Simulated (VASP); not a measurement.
# C in VASP: notebook

The runs below take C through single point, relaxation of shape and atoms at fixed volume, with LDA.

All numbers are computed with VASP 6.6.1; they aren't measurements. Logs are shortened: lines on timing, memory, paths and dates and some standing lists are left out, and cuts for length are marked.

### Step 1. The cell of the first run

Symmetry: Fmmm, No. 69, orthorhombic system. The conventional cell has a = 2.446 Å, b = 4.233 Å, c = 6.937 Å, α = 90.00°, β = 90.00°, γ = 90.00°. C (site symmetry m2m) has 3 C at 1.41 Å within 1.9 Å.

### Step 2. Single point, LDA (strain along c alone, the other axes held: +3.0 %, then relaxed in part)

File INCAR:

```
SYSTEM = C
PREC     = Accurate       ! precision mode
ENCUT    = 520            ! plane-wave cutoff, eV
EDIFF    = 1E-7           ! SCF threshold, eV
ISMEAR   = 0              ! smearing method
SIGMA    = 0.1            ! smearing width, eV
LREAL    = .FALSE.        ! projectors in reciprocal space
LASPH    = .TRUE.         ! aspherical terms in the spheres
NELM     = 80             ! most SCF steps
ALGO     = Normal         ! electronic algorithm
ISIF     = 2              ! what is computed and relaxed
LWAVE    = .FALSE.        ! write WAVECAR
LCHARG   = .FALSE.        ! write CHGCAR
NBANDS   = 26             ! bands
```

File KPOINTS:

```
Automatic mesh
0
G
  14 8 6
  0 0 0
```

File POSCAR:

```
C
1.0
    2.4455496832      0.0000000000      0.0000000000
    0.0000000000      4.2334728944      0.0000000000
    0.0000000000      0.0000000000      6.9373806584
C
8
Direct
    0.5000000000      0.6666779980      0.5000000000
    0.0000000000      0.8333220020      0.5000000000
    0.5000000000      0.1666779980      0.0000000000
    0.0000000000      0.3333220020      0.0000000000
    0.0000000000      0.6666779980      0.0000000000
    0.5000000000      0.8333220020      0.0000000000
    0.0000000000      0.1666779980      0.5000000000
    0.5000000000      0.3333220020      0.5000000000
```

Potentials or basis: VASP PAW LDA potentials, release 64 (C).

Run with:

```
> cat potpaw_LDA.64/C/POTCAR > POTCAR
> mpirun -np 1 vasp_std > vasp.out
```

OUTCAR:

```text
SYSTEM = C
   PREC = Accurate
   ENCUT = 520
   EDIFF = 1E-7
   ISMEAR = 0
   LREAL = .FALSE.
   LASPH = .TRUE.
   NELM = 80
   ISIF = 2

 ion  position               nearest neighbor table
   1  0.500  0.667  0.500-   8 1.41   2 1.41   2 1.41
   2  0.000  0.833  0.500-   7 1.41   1 1.41   1 1.41
   3  0.500  0.167  0.000-   6 1.41   4 1.41   4 1.41
   4  0.000  0.333  0.000-   5 1.41   3 1.41   3 1.41
   5  0.000  0.667  0.000-   4 1.41   6 1.41   6 1.41
   6  0.500  0.833  0.000-   3 1.41   5 1.41   5 1.41
   7  0.000  0.167  0.500-   2 1.41   8 1.41   8 1.41
   8  0.500  0.333  0.500-   1 1.41   7 1.41   7 1.41

  LATTYP: Found a simple orthorhombic cell.
 ALAT       =     2.4455496832
 B/A-ratio  =     1.7310925734
 C/A-ratio  =     2.8367367492

  Lattice vectors:

 A1 = (   2.4455496832,   0.0000000000,   0.0000000000)
 A2 = (   0.0000000000,   4.2334728944,   0.0000000000)
 A3 = (   0.0000000000,   0.0000000000,   6.9373806584)

Analysis of symmetry for initial positions (statically):
=====================================================================
 Subroutine PRICEL returns following result:

  LATTYP: Found a face centered orthorhombic cell.
 ALAT       =     2.4455496832
 B/A-ratio  =     1.7310925734
 C/A-ratio  =     2.8367367492

  Lattice vectors:

 A1 = (   0.0000000000,  -2.1167364472,  -3.4686903292)
 A2 = (   1.2227748416,   0.0000000000,  -3.4686903292)
 A3 = (   1.2227748416,  -2.1167364472,   0.0000000000)

   4 primitive cells build up your supercell.

 Routine SETGRP: Setting up the symmetry group for a
 simple orthorhombic supercell.

 Subroutine GETGRP returns: Found  8 space group operations
 (whereof  8 operations were pure point group operations)
 out of a pool of  8 trial point group operations.

The static configuration has the point symmetry D_2h.

Analysis of symmetry for dynamics (positions and initial velocities):
=====================================================================
 Subroutine PRICEL returns following result:

  LATTYP: Found a face centered orthorhombic cell.
 ALAT       =     2.4455496832
 B/A-ratio  =     1.7310925734
 C/A-ratio  =     2.8367367492

  Lattice vectors:

 A1 = (   0.0000000000,  -2.1167364472,  -3.4686903292)
 A2 = (   1.2227748416,   0.0000000000,  -3.4686903292)
[... 107 lines left out ...]
   LSORBIT =      F    spin-orbit coupling
   LASPH  =      T    aspherical Exc in radial PAW
   ENCUT  =  520.0 eV  38.22 Ry    6.18 a.u.   4.55  7.87 12.90*2*pi/ulx,y,z
   NELM   =     80;   NELMIN=  2; NELMDL= -5     # of ELM steps
   EDIFF  = 0.1E-06   stopping-criterion for ELM
   LREAL  =      F    real-space projection
   EDIFFG = 0.1E-05   stopping-criterion for IOM
   NSW    =      0    number of steps for IOM
   IBRION =     -1    ionic relax: 0-MD 1-quasi-New 2-CG
   NFREE  =      0    steps in history (QN), initial steepest desc. (CG)
   ISIF   =      2    stress and relaxation
   ISYM   =      2    0-nonsym 1-usesym 2-fastsym
   POTIM  = 0.5000    time-step for ionic-motion
   TEBEG  =    0.0;   TEEND  =   0.0 temperature during run
   PSTRESS=    0.0 pullay stress
   NELECT =      32.0000    total number of electrons
   NUPDOWN=      -1.0000    fix difference up-down
   EMIN   =  10.00;   EMAX   =-10.00  energy-range for DOS
   EFERMI =   0.00;   METHOD = LEGACY
   ISMEAR =     0;   SIGMA  =   0.10  broadening in eV -4-tet -1-fermi 0-gaus
   EFERMI_NEDOS =   21; number of points for ismear=-14 and -15
   IALGO  =     38    algorithm
   IMIX   =      4    mixing-type and parameters
     AMIX     =   0.40;   BMIX     =  1.00
     AMIX_MAG =   1.60;   BMIX_MAG =  1.00
  volume/ion in A,a.u.               =       8.98        60.59
  Fermi-wavevector in a.u.,A,eV,Ry     =   1.250360  2.362839 21.271365  1.563401
  Thomas-Fermi vector in A             =   2.384358
   LORBIT       =      0    0 simple, 1 ext, 2 COOP (PROOUT), +10 PAW based schemes
   GGA     = CA    functional components
   LHFCALC =     F    Hartree Fock is set to
   AEXX    =    0.0000 exact exchange contribution
   IVDW    =     0    specifies the selected vdW correction
   LEPSILON=     F    determine dielectric tensor
   LRPA    =     F    only Hartree local field effects (RPA)
 non-spin polarized calculation
 Gauss-broadening in eV      SIGMA  =   0.10
  energy-cutoff  :      520.00
  volume of cell :       71.82
 maximum number of plane-waves:      1980
   NGX =  9   NGY = 15   NGZ = 25

 number of electron      32.0000008 magnetization

 Free energy of the ion-electron system (eV)
  ---------------------------------------------------
  ext. energy  EPLUGINS =         0.00000000
  ---------------------------------------------------
  free energy    TOTEN  =       -80.87352946 eV

  energy without entropy =      -80.87226384  energy(sigma->0) =      -80.87289665

 E-fermi :   4.3332     XC(G=0): -10.5847

 val. band max:        4.3123008794   @ k =   0.3571   0.0000   0.0000
 cond. band min:       4.3915965895   @ k =   0.2857   0.0000   0.0000
 fundamental gap:      0.0792957101
 Fermi energy:         4.3331901240

 k-point     1 :       0.0000    0.0000    0.0000
  band No.  band energies     occupation
      1     -15.1908      2.00000
      2     -14.9455      2.00000
      3      -9.7638      2.00000
      4      -9.5860      2.00000
      5      -8.9447      2.00000
      6      -8.8067      2.00000
[... 685 lines left out ...]
     25      13.9840      0.00000
     26      13.9840      0.00000

 [... further k-points ...]
[... 5 lines left out ...]
  --------------------------------------------------------------------------------------
  -------------------------------------------------------------------------------------
  Total        0.6071624      0.5708842     -0.3748010     -0.0000000      0.0000000      0.0000000
  in kB       13.5439904     12.7347325     -8.3606977     -0.0000000      0.0000000      0.0000000
  external PRESSURE =       5.9726751 kB  Pullay stress =       0.0000000 kB

 VOLUME and BASIS-vectors are now :
 -----------------------------------------------------------------------------
  energy-cutoff  :      520.00
  volume of cell :       71.82
      direct lattice vectors                 reciprocal lattice vectors
     2.445549683  0.000000000  0.000000000     0.408906025  0.000000000  0.000000000
     0.000000000  4.233472894  0.000000000     0.000000000  0.236212685  0.000000000
     0.000000000  0.000000000  6.937380658     0.000000000  0.000000000  0.144146624

 POSITION                                       TOTAL-FORCE (eV/Angst)
 -----------------------------------------------------------------------------------
      1.22277      2.82236      3.46869         0.000000     -0.004403     -0.000000
      0.00000      3.52785      3.46869         0.000000      0.004403      0.000000
      1.22277      0.70563      0.00000        -0.000000     -0.004403     -0.000000
      0.00000      1.41111      0.00000        -0.000000      0.004403      0.000000
      0.00000      2.82236      0.00000        -0.000000     -0.004403      0.000000
      1.22277      3.52785      0.00000         0.000000      0.004403      0.000000
      0.00000      0.70563      3.46869        -0.000000     -0.004403     -0.000000
      1.22277      1.41111      3.46869         0.000000      0.004403      0.000000
 -----------------------------------------------------------------------------------
    total drift:                                0.000000      0.000000      0.000000

  FREE ENERGIE OF THE ION-ELECTRON SYSTEM (eV)
  ---------------------------------------------------
  free  energy   TOTEN  =       -80.8735294561 eV

  energy  without entropy=      -80.8722638392  energy(sigma->0) =      -80.87289665
```

Wall time 3 min (1 thread of Intel Xeon Platinum 8488C (Sapphire Rapids), shared host); peak memory 0.29 GiB.

Results:

```yaml
Free_energy: -80.8735 eV
Pressure: 0.6 GPa
Largest_force: 0.004 eV/Å
Band_gap_on_the_k_mesh: zero (bands 16 and 17 overlap by 0.09 eV)
```

Forces in eV/Å, atoms in the order of the input:
```
C    0.000 -0.004  0.000
C    0.000  0.004  0.000
C    0.000 -0.004  0.000
C    0.000  0.004  0.000
C    0.000 -0.004  0.000
C    0.000  0.004  0.000
C    0.000 -0.004  0.000
C    0.000  0.004  0.000
```

Stress tensor (GPa, compression positive):
```
 1.35  0.00  0.00
 0.00  1.27  0.00
 0.00  0.00 -0.84
```

Caveat: the cell differs from its parent crystal (strain along c alone, the other axes held: +3.0 %, then relaxed in part).

### Step 3. Relaxation of shape and atoms at fixed volume, LDA (8.98 Å³/atom)

File INCAR:

```
SYSTEM = C
PREC     = Accurate       ! precision mode
ENCUT    = 600            ! plane-wave cutoff, eV
EDIFF    = 1E-6           ! SCF threshold, eV
ISMEAR   = 0              ! smearing method
SIGMA    = 0.1            ! smearing width, eV
LREAL    = .FALSE.        ! projectors in reciprocal space
LASPH    = .TRUE.         ! aspherical terms in the spheres
NELM     = 60             ! most SCF steps
ALGO     = Normal         ! electronic algorithm
ISIF     = 4              ! what is computed and relaxed
LWAVE    = .FALSE.        ! write WAVECAR
LCHARG   = .FALSE.        ! write CHGCAR
IBRION   = 2              ! ionic algorithm
NSW      = 50             ! ionic steps
EDIFFG   = -0.01          ! ionic threshold
```

File KPOINTS:

```
Automatic mesh
0
G
  18 18 6
  0 0 0
```

File POSCAR:

```
C
1.0
    1.2348823309     -2.1376956277      0.0000000000
    1.2348823309      2.1376956277      0.0000000000
    0.0000000000      0.0000000000      6.8020126611
C
4
Direct
    0.0833017589      0.9166982411      0.7500092796
    0.5833017589      0.4166982411      0.2499907204
    0.9166982411      0.0833017589      0.2499907204
    0.4166982411      0.5833017589      0.7500092796
```

Potentials or basis: VASP PAW LDA potentials, release 64 (C).

Run with:

```
> cat potpaw_LDA.64/C/POTCAR > POTCAR
> mpirun -np 1 vasp_std > vasp.out
```

Run time: 2.9 min. Hardware: 1 thread of Intel Xeon Platinum 8488C (Sapphire Rapids), shared host; peak memory 0.25 GiB.

The run converged. Its results:

| Property | Result |
| --- | --- |
| Free energy | -40.4531 eV |
| Energy gained by relaxing | 5.1 meV/atom |
| Ionic steps | 3 |
| Pressure after relaxing | -1.0 GPa |
| Band gap on the k mesh | zero (filled and empty bands touch) |

The path:
```tsv
step	energy change (eV)	largest force (eV/Å)	pressure (GPa)	volume (Å³)
1	0.0000	0.0006	-7.80	35.91
2	-0.0201	0.0010	-0.05	35.91
3	-0.0205	0.0008	-1.05	35.91
```

Final structure:
```
CELL_PARAMETERS angstrom
1.22448 -2.11979 0.00000
1.22448 2.11979 0.00000
0.00000 0.00000 6.91774
ATOMIC_POSITIONS crystal
C 0.08331 0.91669 0.75001
C 0.58331 0.41669 0.24999
C 0.91669 0.08331 0.24999
C 0.41669 0.58331 0.75001
```

Levels at points of the mesh, in eV from the Fermi level:
| k point | band 5 | band 6 | band 7 | band 8 | band 9 | band 10 | band 11 | band 12 |
| --- | --- | --- | --- | --- | --- | --- | --- | --- |
| (0.00, 0.00, 0.00) | -3.01 | -2.99 | -2.99 | -2.99 | 3.56 | 8.39 | 8.42 | 8.45 |
| (0.50, 0.00, 0.00) | -6.43 | -6.43 | -2.47 | -2.47 | 1.79 | 1.79 | 7.69 | 7.69 |
| (0.50, 0.50, 0.00) | -6.46 | -6.42 | -2.97 | -1.73 | 0.96 | 2.39 | 7.51 | 7.85 |
| (0.00, 0.00, 0.50) | -3.00 | -3.00 | -2.99 | -2.99 | 5.99 | 5.99 | 8.43 | 8.43 |
| (0.50, 0.00, 0.50) | -6.43 | -6.43 | -2.39 | -2.39 | 1.60 | 1.60 | 7.69 | 7.69 |
| (0.50, 0.50, 0.50) | -6.44 | -6.44 | -2.39 | -2.39 | 1.61 | 1.61 | 7.67 | 7.67 |

### Step 4. Relaxation of shape and atoms at fixed volume, LDA (9.24 Å³/atom)

File INCAR:

```
SYSTEM = C
PREC = Accurate ; ENCUT = 600
EDIFF = 1E-6 ; ISMEAR = 0
SIGMA = 0.1 ; LREAL = .False.
LASPH = .True. ; NELM = 60
ALGO = Normal ; ISIF = 4
LWAVE = .False. ; LCHARG = .False.
IBRION = 2 ; NSW = 50
EDIFFG = -0.01
```

File KPOINTS:

```
Automatic mesh
0
Gamma
  18 18 6
  0 0 0
```

File POSCAR:

```
C
1.0
    1.2352100804     -2.1385330277      0.0000000000
    1.2352100804      2.1385330277      0.0000000000
    0.0000000000      0.0000000000      6.9955317657
C
4
Direct
    0.0833080581      0.9166919419      0.7500000000
    0.5833080581      0.4166919419      0.2500000000
    0.9166919419      0.0833080581      0.2500000000
    0.4166919419      0.5833080581      0.7500000000
```

Run with:

```
> cat potpaw_LDA.64/C/POTCAR > POTCAR
> mpirun -np 1 vasp_std > vasp.out
```

Run time: 2.8 min. Hardware: 1 thread of Intel Xeon Platinum 8488C (Sapphire Rapids), shared host; peak memory 0.26 GiB.

The run converged. Its results:

```yaml
Free_energy: -40.4474 eV
Energy_gained_by_relaxing: 5.0 meV/atom
Ionic_steps: 3
Pressure_after_relaxing: -1.4 GPa
Band_gap_on_the_k_mesh: zero (filled and empty bands touch)
```

Step by step:
| step | energy change (eV) | largest force (eV/Å) | pressure (GPa) | volume (Å³) |
| --- | --- | --- | --- | --- |
| 1 | 0.0000 | 0.0007 | -7.99 | 36.96 |
| 2 | -0.0196 | 0.0015 | -0.60 | 36.96 |
| 3 | -0.0199 | 0.0012 | -1.44 | 36.96 |

Final structure:
```
C
1.0
     1.22487   -2.12074    0.00000
     1.22487    2.12074    0.00000
     0.00000    0.00000    7.11378
C
4
Direct
  0.08331 0.91669 0.75000
  0.58331 0.41669 0.25000
  0.91669 0.08331 0.25000
  0.41669 0.58331 0.75000
```

Levels at points of the mesh, in eV from the Fermi level:
```
           k point  band 4  band 5  band 6  band 7  band 8  band 9  band 10  band 11  band 12
(0.00, 0.00, 0.00)   -6.97   -3.02   -3.00   -3.00   -3.00    3.36     8.39     8.41     8.43
(0.50, 0.00, 0.00)  -13.25   -6.43   -6.43   -2.45   -2.45    1.75     1.75     7.68     7.68
(0.50, 0.50, 0.00)  -13.20   -6.46   -6.43   -2.89   -1.83    1.04     2.30     7.53     7.80
(0.00, 0.00, 0.50)   -7.79   -3.01   -3.01   -3.00   -3.00    5.59     5.59     8.42     8.42
(0.50, 0.00, 0.50)  -13.25   -6.43   -6.43   -2.39   -2.39    1.60     1.60     7.67     7.67
(0.50, 0.50, 0.50)  -13.25   -6.44   -6.44   -2.39   -2.39    1.61     1.61     7.66     7.66
```

### Step 5. Summary

| task | cell | k mesh | cutoff (eV) | gap on the mesh (eV) | pressure (GPa) |
| --- | --- | --- | --- | --- | --- |
| single point | a = 2.446, b = 4.233, c = 6.937 Å, 8 atoms, atomic positions A | 14 × 8 × 6 | 520 | none | 0.6 |
| relaxation of shape and atoms at fixed volume | relaxed from a = 2.469, b = 2.469, c = 6.802 Å, angles 90.0, 90.0, 120.0°, 4 atoms, atomic positions B | 18 × 18 × 6 | 600 | none | -1.0 |
| relaxation of shape and atoms at fixed volume | relaxed from a = 2.470, b = 2.470, c = 6.996 Å, angles 90.0, 90.0, 120.0°, 4 atoms, atomic positions B | 18 × 18 × 6 | 600 | none | -1.4 |

Alike in all rows: level LDA; potentials or basis VASP PAW LDA potentials, release 64 (C); no spin polarisation; smearing gaussian 0.1 eV.

Absolute energies hang on the potentials; compare differences alone.
